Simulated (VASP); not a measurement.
# SiC (P2_1) in VASP: a series of runs

Runs on SiC. Level: PBE. Tasks: single point.

Program: VASP 6.6.1. These are calculated values, not measurements. Logs are shortened: lines on timing, memory, paths and dates and some standing lists are left out, and cuts for length are marked.

### Step 1. The cell of the first run

The structure is monoclinic, space group P2_1 (No. 4). The conventional cell has a = 3.043 Å, b = 5.048 Å, c = 3.076 Å, α = 90.00°, β = 118.92°, γ = 90.00°. Within 2.5 Å of Si (site symmetry 1) lie 4 C at 1.85 to 1.94 Å. C (site symmetry 1) has 4 Si at 1.85 to 1.94 Å within 2.5 Å.

### Step 2. Single point, PBE (strain +0.0250 x Voigt [0, 0, 0, 0, 0, 1])

Contents of INCAR:

```
ALGO     = Normal         # electronic algorithm
EDIFF    = 1E-7           # SCF threshold, eV
ENCUT    = 520            # plane-wave cutoff, eV
GGA      = PE             # functional
ISIF     = 2              # what is computed and relaxed
ISMEAR   = 0              # smearing method
LASPH    = T              # aspherical terms in the spheres
LCHARG   = F              # write CHGCAR
LREAL    = F              # projectors in reciprocal space
LWAVE    = F              # write WAVECAR
NBANDS   = 16             # bands
NELM     = 80             # most SCF steps
PREC     = Accurate       # precision mode
SIGMA    = 0.05           # smearing width, eV
```

Contents of KPOINTS:

```
k-points
0
Gamma
  12 12 6
```

Contents of POSCAR:

```
SiC
1.0
    3.0759982064      0.0384499776      0.0000000000
   -1.5047004459      2.6446676000      0.0000000000
    0.0000000000      0.0000000000      5.0480000000
Si C
2 2
Direct
    0.3333333333      0.6666666667      0.0000000000
    0.6666666667      0.3333333333      0.5000000000
    0.3333333333      0.6666666667      0.3850000000
    0.6666666667      0.3333333333      0.8850000000
```

Potentials or basis: VASP PAW PBE potentials, release 64 (Si, C).

Command:

```console
> cat potpaw_PBE.64/Si/POTCAR potpaw_PBE.64/C/POTCAR > POTCAR
> mpirun -np 1 vasp_std > vasp.out
```

OUTCAR:

```text
EDIFF = 1E-7
   ENCUT = 520
   GGA = PE
   ISIF = 2
   ISMEAR = 0
   LASPH = T
   LREAL = F
   NELM = 80
   PREC = Accurate

 ion  position               nearest neighbor table
   1  0.333  0.667  0.000-   4 1.85   4 1.87   4 1.89   3 1.94   2 3.08   2 3.08   2 3.09   2 3.09
                             2 3.10   2 3.10
   2  0.667  0.333  0.500-   3 1.85   3 1.87   3 1.89   4 1.94   1 3.08   1 3.08   1 3.09   1 3.09
                             1 3.10   1 3.10
   3  0.333  0.667  0.385-   2 1.85   2 1.87   2 1.89   1 1.94
   4  0.667  0.333  0.885-   1 1.85   1 1.87   1 1.89   2 1.94

  Warning from LATTYP: Monoclinic adjustment (A1->A3, A2->A1, A3->A2)!
  LATTYP: Found a simple monoclinic cell.
 ALAT       =     3.0427602841
 B/A-ratio  =     1.6590199453
 C/A-ratio  =     1.0110025839
 COS(beta)  =    -0.4836158635

  Lattice vectors:

 A1 = (  -1.5047004459,   2.6446676000,   0.0000000000)
 A2 = (   0.0000000000,   0.0000000000,   5.0480000000)
 A3 = (   3.0759982064,   0.0384499776,   0.0000000000)

Analysis of symmetry for initial positions (statically):
=====================================================================
 Subroutine PRICEL returns:
 Original cell was already a primitive cell.

 Routine SETGRP: Setting up the symmetry group for a
 simple monoclinic supercell.

 Subroutine GETGRP returns: Found  2 space group operations
 (whereof  1 operations were pure point group operations)
 out of a pool of  4 trial point group operations.

The static configuration has the point symmetry C_1 .
 The point group associated with its full space group is C_2 .

Analysis of symmetry for dynamics (positions and initial velocities):
=====================================================================
 Subroutine PRICEL returns:
 Original cell was already a primitive cell.

 Routine SETGRP: Setting up the symmetry group for a
 simple monoclinic supercell.

 Subroutine GETGRP returns: Found  2 space group operations
 (whereof  1 operations were pure point group operations)
 out of a pool of  4 trial point group operations.

The dynamic configuration has the point symmetry C_1 .
 The point group associated with its full space group is C_2 .

 Subroutine INISYM returns: Found  2 space group operations
 (whereof  1 operations are pure point group operations),
 and found     1 'primitive' translations

----------------------------------------------------------------------------------------

                                     Primitive cell

  volume of cell :      41.3575

  direct lattice vectors                    reciprocal lattice vectors
     3.075998206  0.038449978  0.000000000     0.322801966  0.183660231  0.000000000
    -1.504700446  2.644667600  0.000000000    -0.004693115  0.375449175  0.000000000
     0.000000000  0.000000000  5.048000000     0.000000000  0.000000000  0.198098257

  length of vectors
     3.076238509  3.042760284  5.048000000     0.371392232  0.375478506  0.198098257

  position of ions in fractional coordinates (direct lattice)
     0.333333333  0.666666667  0.000000000
     0.666666667  0.333333333  0.500000000
     0.333333333  0.666666667  0.385000000
     0.666666667  0.333333333  0.885000000

  ion indices of the primitive-cell ions
   primitive index   ion index
                 1           1
                 2           2
                 3           3
                 4           4

----------------------------------------------------------------------------------------

 KPOINTS: k-points

Automatic generation of k-mesh.
 Grid dimensions read from file:
 generate k-points for:   12   12    6

 Generating k-lattice:

  Cartesian coordinates                     Fractional coordinates (reciprocal lattice)
     0.026900164  0.015305019  0.000000000     0.083333333  0.000000000  0.000000000
    -0.000391093  0.031287431  0.000000000    -0.000000000  0.083333333  0.000000000
     0.000000000  0.000000000  0.033016376     0.000000000  0.000000000  0.166666667

  Length of vectors
     0.030949353  0.031289875  0.033016376

  Shift w.r.t. Gamma in fractional coordinates (k-lattice)
     0.000000000  0.000000000  0.000000000

 Subroutine IBZKPT returns following result:
 ===========================================

 Found    296 irreducible k-points:

 Following reciprocal coordinates:
            Coordinates               Weight
  0.000000  0.000000  0.000000      1.000000
  0.083333  0.000000  0.000000      2.000000
  0.166667  0.000000  0.000000      2.000000
  0.250000 -0.000000  0.000000      2.000000
  0.333333  0.000000  0.000000      2.000000
  0.416667 -0.000000  0.000000      2.000000
[... 16 lines left out ...]
  0.250000  0.166667  0.000000      2.000000
  0.333333  0.166667  0.000000      2.000000
 [... further k-points ...]
   k-points           NKPTS =    296   k-points in BZ     NKDIM =    296   number of bands    NBANDS=     16
   number of dos      NEDOS =    301   number of ions     NIONS =      4
   total plane-waves  NPLWV =  23040
   dimension x,y,z NGX =    24 NGY =   24 NGZ =   40
   dimension x,y,z NGXF=    48 NGYF=   48 NGZF=   80
   ions per type =               2   2
   NGX,Y,Z   is equivalent  to a cutoff of  12.97, 13.11, 13.17 a.u.
   NGXF,Y,Z  is equivalent  to a cutoff of  25.94, 26.23, 26.35 a.u.
 SYSTEM =  unknown system
   PREC   = accura    normal or accurate (medium, high low for compatibility)
   ISTART =      0    job   : 0-new  1-cont  2-samecut
   ICHARG =      2    charge: 1-file 2-atom 10-const
   ISPIN  =      1    spin polarized calculation?
   LNONCOLLINEAR =      F non collinear calculations
   LSORBIT =      F    spin-orbit coupling
   LASPH  =      T    aspherical Exc in radial PAW
   ENCUT  =  520.0 eV  38.22 Ry    6.18 a.u.   5.72  5.66  9.39*2*pi/ulx,y,z
   NELM   =     80;   NELMIN=  2; NELMDL= -5     # of ELM steps
   EDIFF  = 0.1E-06   stopping-criterion for ELM
   LREAL  =      F    real-space projection
   EDIFFG = 0.1E-05   stopping-criterion for IOM
   NSW    =      0    number of steps for IOM
   IBRION =     -1    ionic relax: 0-MD 1-quasi-New 2-CG
   NFREE  =      0    steps in history (QN), initial steepest desc. (CG)
   ISIF   =      2    stress and relaxation
   ISYM   =      2    0-nonsym 1-usesym 2-fastsym
   POTIM  = 0.5000    time-step for ionic-motion
   TEBEG  =    0.0;   TEEND  =   0.0 temperature during run
   PSTRESS=    0.0 pullay stress
   NELECT =      16.0000    total number of electrons
   NUPDOWN=      -1.0000    fix difference up-down
   EMIN   =  10.00;   EMAX   =-10.00  energy-range for DOS
   EFERMI =   0.00;   METHOD = LEGACY
   ISMEAR =     0;   SIGMA  =   0.05  broadening in eV -4-tet -1-fermi 0-gaus
   EFERMI_NEDOS =   21; number of points for ismear=-14 and -15
   IALGO  =     38    algorithm
   IMIX   =      4    mixing-type and parameters
     AMIX     =   0.40;   BMIX     =  1.00
     AMIX_MAG =   1.60;   BMIX_MAG =  1.00
  volume/ion in A,a.u.               =      10.34        69.77
  Fermi-wavevector in a.u.,A,eV,Ry     =   1.192880  2.254216 19.360581  1.422963
  Thomas-Fermi vector in A             =   2.328908
   LORBIT       =      0    0 simple, 1 ext, 2 COOP (PROOUT), +10 PAW based schemes
   GGA     = PE    functional components
   LHFCALC =     F    Hartree Fock is set to
   AEXX    =    0.0000 exact exchange contribution
   IVDW    =     0    specifies the selected vdW correction
   LEPSILON=     F    determine dielectric tensor
   LRPA    =     F    only Hartree local field effects (RPA)
 non-spin polarized calculation
 Gauss-broadening in eV      SIGMA  =   0.05
  energy-cutoff  :      520.00
  volume of cell :       41.36
 maximum number of plane-waves:      1130
   NGX = 11   NGY = 11   NGZ = 19

 number of electron      16.0000000 magnetization

 Free energy of the ion-electron system (eV)
  ---------------------------------------------------
  ext. energy  EPLUGINS =         0.00000000
  ---------------------------------------------------
  free energy    TOTEN  =       -30.04726656 eV

  energy without entropy =      -30.04726656  energy(sigma->0) =      -30.04726656

 E-fermi :   8.6067     XC(G=0): -11.3492

 val. band max:        8.4110126015   @ k =   0.0000   0.0000   0.0000
 cond. band min:      10.7329030090   @ k =   0.5000   0.5000   0.0000
 fundamental gap:      2.3218904075
 Fermi energy:         8.6066615239

 k-point     1 :       0.0000    0.0000    0.0000
  band No.  band energies     occupation
      1      -7.3153      2.00000
      2      -3.8134      2.00000
      3      -0.2831      2.00000
      4       6.7702      2.00000
      5       6.9408      2.00000
      6       8.0585      2.00000
[... 8 lines left out ...]
     15      17.3661      0.00000
     16      19.5383      0.00000

 k-point     2 :       0.0833    0.0000    0.0000
  band No.  band energies     occupation
      1      -7.1975      2.00000
      2      -3.7123      2.00000
      3      -0.1741      2.00000
      4       6.0807      2.00000
      5       6.7406      2.00000
      6       7.6208      2.00000
[... 8 lines left out ...]
     15      17.6168      0.00000
     16      18.5844      0.00000

 k-point     3 :       0.1667    0.0000    0.0000
  band No.  band energies     occupation
      1      -6.8473      2.00000
      2      -3.4174      2.00000
      3       0.1434      2.00000
      4       4.5860      2.00000
      5       6.2960      2.00000
      6       6.5146      2.00000
[... 8 lines left out ...]
     15      17.6875      0.00000
     16      18.2878      0.00000

 k-point     4 :       0.2500   -0.0000    0.0000
  band No.  band energies     occupation
      1      -6.2762      2.00000
      2      -2.9638      2.00000
      3       0.6158      2.00000
      4       2.9777      2.00000
      5       5.1288      2.00000
      6       5.8165      2.00000
[... 8 lines left out ...]
     15      18.2164      0.00000
     16      19.1194      0.00000
[... 324 lines left out ...]
 k-point    22 :       0.1667    0.1667    0.0000
  band No.  band energies     occupation
      1      -5.9384      2.00000
      2      -2.7130      2.00000
      3       0.8754      2.00000
      4       2.9253      2.00000
      5       4.0327      2.00000
      6       5.3938      2.00000
[... 8 lines left out ...]
     15      18.9444      0.00000
     16      19.1630      0.00000

 k-point    23 :       0.2500    0.1667    0.0000
  band No.  band energies     occupation
      1      -5.1923      2.00000
      2      -2.2776      2.00000
      3       1.0246      2.00000
      4       2.3232      2.00000
      5       3.2302      2.00000
      6       4.3709      2.00000
[... 8 lines left out ...]
     15      18.9559      0.00000
     16      19.7879      0.00000

 k-point    24 :       0.3333    0.1667    0.0000
  band No.  band energies     occupation
      1      -4.3401      2.00000
      2      -2.1708      2.00000
      3       0.6493      2.00000
      4       2.4102      2.00000
      5       2.8782      2.00000
      6       3.6244      2.00000
[... 8 lines left out ...]
     15      19.0984      0.00000
     16      19.9915      0.00000

 [... further k-points ...]
[... 5 lines left out ...]
  --------------------------------------------------------------------------------------
  -------------------------------------------------------------------------------------
  Total        1.4024607      1.4089221      0.1069086     -1.5844229      0.0000000      0.0000000
  in kB       54.3309149     54.5812254      4.1416065    -61.3800743      0.0000000      0.0000000
  external PRESSURE =      37.6845823 kB  Pullay stress =       0.0000000 kB

 VOLUME and BASIS-vectors are now :
 -----------------------------------------------------------------------------
  energy-cutoff  :      520.00
  volume of cell :       41.36
      direct lattice vectors                 reciprocal lattice vectors
     3.075998206  0.038449978  0.000000000     0.322801966  0.183660231  0.000000000
    -1.504700446  2.644667600  0.000000000    -0.004693115  0.375449175  0.000000000
     0.000000000  0.000000000  5.048000000     0.000000000  0.000000000  0.198098257

 POSITION                                       TOTAL-FORCE (eV/Angst)
 -----------------------------------------------------------------------------------
      0.02220      1.77593      0.00000        -0.232388      0.013131      0.761477
      1.54910      0.90719      2.52400         0.232388     -0.013131      0.761477
      0.02220      1.77593      1.94348        -0.278310      0.013117     -0.761477
      1.54910      0.90719      4.46748         0.278310     -0.013117     -0.761477
 -----------------------------------------------------------------------------------
    total drift:                                0.000000      0.000000     -0.000056

  FREE ENERGIE OF THE ION-ELECTRON SYSTEM (eV)
  ---------------------------------------------------
  free  energy   TOTEN  =       -30.0472665567 eV

  energy  without entropy=      -30.0472665567  energy(sigma->0) =      -30.04726656
```

Run time: 1.7 min. Hardware: 1 thread of Intel Xeon 6975P-C, shared host; peak memory 0.28 GiB.

What came out:

```
Free energy            : -30.0473 eV
Pressure               : 3.8 GPa
Largest force          : 0.811 eV/Å
Band gap on the k mesh : 2.32 eV, indirect (least direct gap 3.96 eV)
```

Forces on the atoms (eV/Å):
```
Si  -0.232  0.013  0.761
Si   0.232 -0.013  0.761
C   -0.278  0.013 -0.761
C    0.278 -0.013 -0.761
```

Caveat: the cell differs from its parent crystal (strain +0.0250 x Voigt [0, 0, 0, 0, 0, 1]).

### Step 3. Single point, PBE (strain +0.0150 x Voigt [0, 0, 0, 0, 0, 1])

Contents of INCAR:

```
ALGO = Normal
EDIFF = 1E-6
ENCUT = 520
GGA = PE
ISIF = 2
ISMEAR = 0
LASPH = True
LCHARG = False
LREAL = False
LWAVE = False
NBANDS = 16
NELM = 60
PREC = Accurate
SIGMA = 0.05
```

KPOINTS is that of step 2.

Changes to POSCAR since step 2:

```diff
@@ -2,4 +2,4 @@
 1.0
-    3.0759982064      0.0384499776      0.0000000000
-   -1.5047004459      2.6446676000      0.0000000000
+    3.0759982064      0.0230699865      0.0000000000
+   -1.5180199088      2.6523575955      0.0000000000
     0.0000000000      0.0000000000      5.0480000000
```

Potentials or basis: VASP PAW PBE potentials, release 64 (Si, C).

Command:

```console
> cat potpaw_PBE.64/Si/POTCAR potpaw_PBE.64/C/POTCAR > POTCAR
> mpirun -np 1 vasp_std > vasp.out
```

Run time: 1.7 min. Hardware: 1 thread of Intel Xeon Platinum 8259CL at 2.50GHz (Skylake/Cascade Lake), shared host; peak memory 0.28 GiB.

Results (log left out):

| Property | Result |
| --- | --- |
| Free energy | -30.0601 eV |
| Pressure | 3.7 GPa |
| Largest force | 0.774 eV/Å |
| Band gap on the k mesh | 2.32 eV, indirect (least direct gap 4.00 eV) |

Forces in eV/Å, atoms in the order of the input:
```
Si  -0.139  0.005  0.756
Si   0.139 -0.005  0.756
C   -0.167  0.005 -0.756
C    0.167 -0.005 -0.756
```

Stress tensor (GPa, compression positive):
```
 5.32 -3.68  0.00
-3.68  5.33  0.00
 0.00  0.00  0.42
```

Levels at points of the mesh, in eV from the valence-band top:
| k point | band 4 | band 5 | band 6 | band 7 | band 8 | band 9 | band 10 | band 11 | band 12 | band 13 |
| --- | --- | --- | --- | --- | --- | --- | --- | --- | --- | --- |
| (0.00, 0.00, 0.00) | -1.61 | -1.50 | -0.32 | -0.23 | 0.00 | 4.61 | 6.02 | 6.40 | 6.64 | 7.53 |
| (0.50, 0.00, 0.00) | -6.54 | -5.48 | -3.43 | -3.26 | -1.39 | 2.76 | 4.23 | 6.87 | 7.35 | 9.68 |
| (0.00, 0.50, 0.00) | -6.55 | -5.43 | -3.55 | -3.25 | -1.48 | 2.59 | 4.20 | 6.74 | 7.20 | 9.71 |
| (0.50, 0.50, 0.00) | -6.56 | -5.38 | -3.65 | -3.26 | -1.58 | 2.43 | 4.16 | 6.62 | 7.06 | 9.73 |
| (0.00, 0.00, 0.50) | -4.46 | -1.01 | -1.01 | -0.92 | -0.92 | 5.69 | 5.69 | 7.06 | 7.06 | 7.31 |
| (0.50, 0.00, 0.50) | -8.47 | -2.58 | -2.58 | -2.36 | -2.36 | 3.24 | 3.24 | 5.05 | 5.05 | 10.49 |
| (0.00, 0.50, 0.50) | -8.45 | -2.69 | -2.69 | -2.34 | -2.34 | 3.17 | 3.17 | 5.00 | 5.00 | 10.38 |
| (0.50, 0.50, 0.50) | -8.43 | -2.79 | -2.79 | -2.31 | -2.31 | 3.09 | 3.09 | 4.95 | 4.95 | 10.28 |

Caveat: the cell differs from its parent crystal (strain +0.0150 x Voigt [0, 0, 0, 0, 0, 1]). A k mesh can miss the band edges.

### Step 4. Single point, PBE (strain +0.0050 x Voigt [0, 0, 0, 0, 0, 1])

Contents of INCAR:

```
SYSTEM = SiC
PREC     = Accurate       ! precision mode
ENCUT    = 520            ! plane-wave cutoff, eV
EDIFF    = 1E-7           ! SCF threshold, eV
ISMEAR   = 0              ! smearing method
SIGMA    = 0.05           ! smearing width, eV
LREAL    = .False.        ! projectors in reciprocal space
LASPH    = .True.         ! aspherical terms in the spheres
NELM     = 100            ! most SCF steps
ALGO     = Normal         ! electronic algorithm
ISIF     = 2              ! what is computed and relaxed
LWAVE    = .False.        ! write WAVECAR
LCHARG   = .True.         ! write CHGCAR
GGA      = PE             ! functional
LELF     = .True.         ! ELF
LVHAR    = .True.       
NBANDS   = 16             ! bands
```

Contents of KPOINTS:

```
regular mesh
0
Gamma
  12 12 6
  0 0 0
```

Changes to POSCAR since step 3:

```diff
@@ -2,4 +2,4 @@
 1.0
-    3.0759982064      0.0230699865      0.0000000000
-   -1.5180199088      2.6523575955      0.0000000000
+    3.0759982064      0.0076899955      0.0000000000
+   -1.5313393717      2.6600475910      0.0000000000
     0.0000000000      0.0000000000      5.0480000000
```

Command:

```console
> cat potpaw_PBE.64/Si/POTCAR potpaw_PBE.64/C/POTCAR > POTCAR
> mpirun -np 1 vasp_std > vasp.out
```

Run time: 2.3 min. Hardware: 1 thread of Intel Xeon Platinum 8259CL at 2.50GHz (Skylake/Cascade Lake), shared host; peak memory 0.28 GiB.

It converged, with:

```yaml
Free_energy: -30.0665 eV
Pressure: 3.6 GPa
Largest_force: 0.755 eV/Å
Band_gap_on_the_k_mesh: 2.32 eV, indirect (least direct gap 4.05 eV)
```

Forces in eV/Å, atoms in the order of the input:
```
Si  -0.046  0.001  0.753
Si   0.046 -0.001  0.753
C   -0.056  0.001 -0.753
C    0.056 -0.001 -0.753
```

Stress tensor (GPa, compression positive):
```
 5.26 -1.23  0.00
-1.23  5.26  0.00
 0.00  0.00  0.41
```

Levels at points of the mesh, in eV from the valence-band top:
| k point | band 6 | band 7 | band 8 | band 9 | band 10 | band 11 |
| --- | --- | --- | --- | --- | --- | --- |
| (0.00, 0.00, 0.00) | -0.29 | -0.26 | 0.00 | 4.62 | 6.03 | 6.47 |
| (0.50, 0.00, 0.00) | -3.50 | -3.26 | -1.45 | 2.64 | 4.21 | 6.79 |
| (0.00, 0.50, 0.00) | -3.54 | -3.26 | -1.49 | 2.59 | 4.20 | 6.74 |
| (0.50, 0.50, 0.00) | -3.58 | -3.26 | -1.52 | 2.54 | 4.18 | 6.70 |
| (0.00, 0.00, 0.50) | -0.98 | -0.95 | -0.95 | 5.71 | 5.71 | 7.13 |
| (0.50, 0.00, 0.50) | -2.65 | -2.35 | -2.35 | 3.19 | 3.19 | 5.01 |
| (0.00, 0.50, 0.50) | -2.69 | -2.34 | -2.34 | 3.17 | 3.17 | 5.00 |
| (0.50, 0.50, 0.50) | -2.72 | -2.33 | -2.33 | 3.14 | 3.14 | 4.98 |

Caveat: the cell differs from its parent crystal (strain +0.0050 x Voigt [0, 0, 0, 0, 0, 1]).

### Step 5. Summary

| cell | gap on the mesh (eV) | pressure (GPa) | largest force (eV/Å) |
| --- | --- | --- | --- |
| a = 3.076, b = 3.043, c = 5.048 Å, angles 90.0, 90.0, 118.9°, 4 atoms | 2.32 | 3.8 | 0.81 |
| a = 3.076, b = 3.056, c = 5.048 Å, angles 90.0, 90.0, 119.4°, 4 atoms | 2.32 | 3.7 | 0.77 |
| a = 3.076, b = 3.069, c = 5.048 Å, angles 90.0, 90.0, 119.8°, 4 atoms | 2.32 | 3.6 | 0.76 |

Alike in all rows: task single point; level PBE; potentials or basis VASP PAW PBE potentials, release 64 (Si, C); no spin polarisation; k mesh 12 × 12 × 6; cutoff (eV) 520; smearing gaussian 0.05 eV.

Total energies depend on the potentials used, so only differences within one code and one set of settings carry meaning.
